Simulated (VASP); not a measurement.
## Sr2Li: relaxation of cell and atoms with PBE

Crystal: Sr2Li.

```xyz
6
Lattice="4.4239 -2.6518 0.0000 4.4239 2.6518 0.0000 0.0000 0.0000 8.0198" Properties=species:S:1:pos:R:3 pbc="T T T"
Li    4.4239   -0.8839    2.0050
Li    4.4239    0.8839    6.0149
Sr    1.4746    0.0246    2.0050
Sr    7.3732    0.0246    2.0050
Sr    7.3732   -0.0246    6.0149
Sr    1.4746   -0.0246    6.0149
```

The cell was built from a structure type or drawn by symmetry, and may not be a known phase.

```
Program                : VASP 6.6.1
Task                   : relaxation of cell and atoms
Functional             : PBE
Potentials or basis    : VASP PAW PBE potentials, release 64 (Li_sv, Sr_sv)
Cutoff                 : 600 eV
k mesh                 : 4 × 4 × 2
Occupations            : gaussian, width 0.1 eV
Spin                   : no spin polarisation
Dipole correction      : no
Further INCAR settings : ALGO = Normal; EDIFF = 1e-07; IBRION = 2; EDIFFG = -0.04; NSW = 90; ISIF = 3
```

The relaxed volume is 40.95 Å³/atom, the relaxed cell is a = 7.161 Å, b = 7.161 Å, c = 6.098 Å, α = 90.00°, β = 90.00°, γ = 51.79° and the space group after relaxing (to 0.1 Å) is Cmcm (No. 63). The energy gained by relaxing is 1606.9 meV/atom, the ionic steps are 41 and the pressure after relaxing is 0.0 GPa. The largest force after relaxing is 0.035 eV/Å and the band gap on the k mesh is zero (bands 23 and 24 overlap by 1.16 eV).

Forces in eV/Å, atoms in the order of the input:
```
Li   0.000 -0.019  0.000
Li   0.000  0.019  0.000
Sr   0.014 -0.032  0.000
Sr  -0.014 -0.032  0.000
Sr  -0.014  0.032  0.000
Sr   0.014  0.032  0.000
```

Stress tensor (GPa, compression positive):
```
-0.04  0.00  0.00
 0.00  0.12  0.00
 0.00  0.00  0.05
```

The path:
| step | energy change (eV) | largest force (eV/Å) | pressure (GPa) | volume (Å³) |
| --- | --- | --- | --- | --- |
| 1 | 0.0000 | 3.4017 | 11.31 | 188.16 |
| 3 | -7.5043 | 0.3503 | -0.96 | 320.44 |
| 5 | -7.7289 | 0.4235 | 0.12 | 290.81 |
| 7 | -7.8223 | 0.3817 | -0.02 | 294.65 |
| 9 | -7.9320 | 0.3135 | -0.16 | 298.52 |
| 11 | -8.2541 | 0.3255 | -0.24 | 291.62 |
| 13 | -8.5463 | 0.4629 | -0.12 | 277.64 |
| 15 | -8.7188 | 0.5073 | 0.43 | 259.01 |
| 17 | -8.8389 | 0.4292 | 0.04 | 262.03 |
| 19 | -8.9835 | 0.3901 | -0.13 | 264.28 |
| 21 | -9.0616 | 0.3651 | -0.04 | 261.64 |
| 23 | -8.9758 | 0.5742 | 1.38 | 236.65 |
| 25 | -9.2960 | 0.2181 | 0.05 | 256.88 |
| 27 | -9.3865 | 0.2274 | -0.16 | 258.68 |
| 29 | -9.4323 | 0.1717 | 0.13 | 252.43 |
| 31 | -9.5029 | 0.2355 | 0.43 | 245.87 |
| 33 | -9.5499 | 0.2215 | -0.35 | 257.33 |
| 35 | -9.5990 | 0.1811 | -0.16 | 251.82 |
| 37 | -9.6250 | 0.1233 | 0.26 | 243.10 |
| 39 | -9.6357 | 0.0718 | -0.08 | 247.49 |
| 41 | -9.6413 | 0.0353 | 0.05 | 245.71 |

Final structure:
```
Li Sr
1.0
     6.44209   -3.12743    0.00000
     6.44209    3.12743    0.00000
     0.00000    0.00000    6.09793
Li Sr
2 4
Cartesian
  6.4421 -1.4759 1.5245
  6.4421 1.4759 4.5734
  8.3543 1.6180 1.5245
  4.5298 1.6180 1.5245
  4.5298 -1.6180 4.5734
  8.3543 -1.6180 4.5734
```

Levels at points of the mesh, in eV from the Fermi level:
```tsv
k point	band 21	band 22	band 23	band 24	band 25	band 26
(0.00, 0.00, 0.00)	-0.64	-0.21	-0.17	-0.05	0.36	0.57
(0.50, 0.00, 0.00)	-0.79	-0.76	0.38	0.44	0.47	0.48
(0.50, 0.50, 0.00)	-0.71	-0.18	-0.12	-0.07	0.42	0.53
(0.00, 0.00, 0.50)	0.10	0.10	0.25	0.25	0.40	0.40
(0.50, 0.00, 0.50)	-1.04	-1.04	-0.53	-0.53	0.38	0.38
(0.50, 0.50, 0.50)	-1.62	-1.62	0.23	0.23	0.31	0.31
```

It took 47 min on 1 thread of Intel(R) Xeon(R) Platinum 8375C CPU @ 2.90GHz (Ice Lake), on a shared host, peak memory 0.38 GiB.

Caveat: the k points lie up to 0.52 Å⁻¹ apart in the final cell, too coarse for converged energies and pressures of a metal; the cutoff is under 1.25 times the usual one of these potentials, so pressure, stress and relaxed cells hold a basis-set (Pulay) error; the volume moved by over 15 % at a fixed basis, so the end points are rough.
